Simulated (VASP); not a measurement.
Wanted: the native input for a VASP 6.6.1 run.

```yaml
Task: single point
Functional: r2SCAN
Potentials_or_basis: VASP PAW PBE potentials, release 64 (Pb_d, S)
Cutoff: 520 eV
k_mesh: 6 × 6 × 2
Occupations: gaussian, width 0.01 eV
Spin: no spin polarisation
Dipole_correction: no
Further_INCAR_settings: ALGO = Normal; EDIFF = 1e-06; NBANDS = 28
```

PbS:

```
Pb S
1.0
     2.04292   -3.53849    0.00000
     2.04292    3.53849    0.00000
     0.00000    0.00000    7.46921
Pb S
2 2
Direct
  0.00000 0.00000 0.48292
  0.00000 0.00000 0.98292
  0.66667 0.33333 0.69628
  0.33333 0.66667 0.19628
```

These files were run (other wordings do the same):

POSCAR

```
PbS
1.0
    2.0429167702     -3.5384929194      0.0000000000
    2.0429167702      3.5384929194      0.0000000000
    0.0000000000      0.0000000000      7.4692079549
Pb S
2 2
Direct
   -0.0000017348      1.0000017348      0.4829158796
    1.0000017348     -0.0000017348      0.9829158796
    0.6666675198      0.3333324802      0.6962841204
    0.3333324802      0.6666675198      0.1962841204
```

INCAR.step1

```
PREC = Accurate ; ENCUT = 520
ISMEAR = 0 ; SIGMA = 0.01
LREAL = False ; LASPH = True
NELM = 80 ; NBANDS = 28
GGA = PE ; ALGO = Normal
EDIFF = 1E-4 ; LWAVE = True
LCHARG = False
```

INCAR.step2

```
PREC = Accurate ; ENCUT = 520
EDIFF = 1E-6 ; ISMEAR = 0
SIGMA = 0.01 ; LREAL = False
LASPH = True ; NELM = 80
ALGO = Normal ; ISIF = 2
LWAVE = False ; LCHARG = False
METAGGA = R2SCAN ; LMIXTAU = True
NBANDS = 28 ; ISTART = 1
```

KPOINTS

```
Automatic mesh
0
Gamma
  6 6 2
```

Potentials or basis: VASP PAW PBE potentials, release 64 (Pb_d, S).

Run with:

```console
$ cat potpaw_PBE.64/Pb_d/POTCAR potpaw_PBE.64/S/POTCAR > POTCAR
$ cp INCAR.step1 INCAR
$ mpirun -np 1 vasp_std > vasp.out
$ cp INCAR.step2 INCAR
$ mpirun -np 1 vasp_std > vasp.out
```

It gave:

```yaml
Pressure: 1.0 GPa
Largest_force: 0.020 eV/Å
Band_gap_on_the_k_mesh: 0.58 eV, indirect (least direct gap 0.99 eV)
```

Caveat: the k points lie up to 0.42 Å⁻¹ apart; the PAW data sets were made with another functional, which shifts forces and pressure a little; spin-orbit coupling is left out, which moves the levels of the heavy elements.

It took 2.9 min on 1 thread of Intel(R) Xeon(R) Platinum 8375C CPU @ 2.90GHz (Ice Lake), on a shared host, peak memory 0.26 GiB.
